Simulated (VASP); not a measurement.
Input of a VASP 6.6.1 run:

File INCAR:

```
SYSTEM = Sr2TeO
PREC     = Accurate       ! precision mode
ENCUT    = 520            ! plane-wave cutoff, eV
EDIFF    = 1E-6           ! SCF threshold, eV
ISMEAR   = 0              ! smearing method
SIGMA    = 0.01           ! smearing width, eV
LREAL    = .FALSE.        ! projectors in reciprocal space
LASPH    = .TRUE.         ! aspherical terms in the spheres
NELM     = 150            ! most SCF steps
ALGO     = Normal         ! electronic algorithm
ISIF     = 2              ! what is computed and relaxed
LWAVE    = .FALSE.        ! write WAVECAR
LCHARG   = .FALSE.        ! write CHGCAR
MAGMOM   = 0 0 0 0 0 0 0 0 0 0 0 0 ! initial moments
LORBIT   = 11             ! projections on sites
LSORBIT  = .TRUE.         ! spin-orbit coupling
GGA_COMPAT= .FALSE.      
LORBMOM  = .TRUE.       
GGA      = PE             ! functional
NBANDS   = 46             ! bands
```

KPOINTS

```
Automatic mesh
0
G
  6 6 4
  0 0 0
```

Contents of POSCAR:

```
Sr2TeO
1.0
    4.3563053191      0.0000000000      0.0000000000
    0.0000000000      4.3563053191      0.0000000000
    0.0000000000      0.0000000000      6.1723914998
O Sr Te
1 2 1
Direct
    0.0000000000      0.0000000000      0.0000000000
    0.0000000000      0.0000000000      0.5000000000
    0.5000000000      0.5000000000      0.0000000000
    0.5000000000      0.5000000000      0.5000000000
```

Potentials or basis: VASP PAW PBE potentials, release 64 (O, Sr_sv, Te).

The run is started by

```bash
$ cat potpaw_PBE.64/O/POTCAR potpaw_PBE.64/Sr_sv/POTCAR potpaw_PBE.64/Te/POTCAR > POTCAR
$ mpirun -np 1 vasp_ncl > vasp.out
```

(1) Estimate the net moment.

(2) Predict the pressure.

Answers

(1) 0.00 μB per cell.

(2) 0.6 GPa.
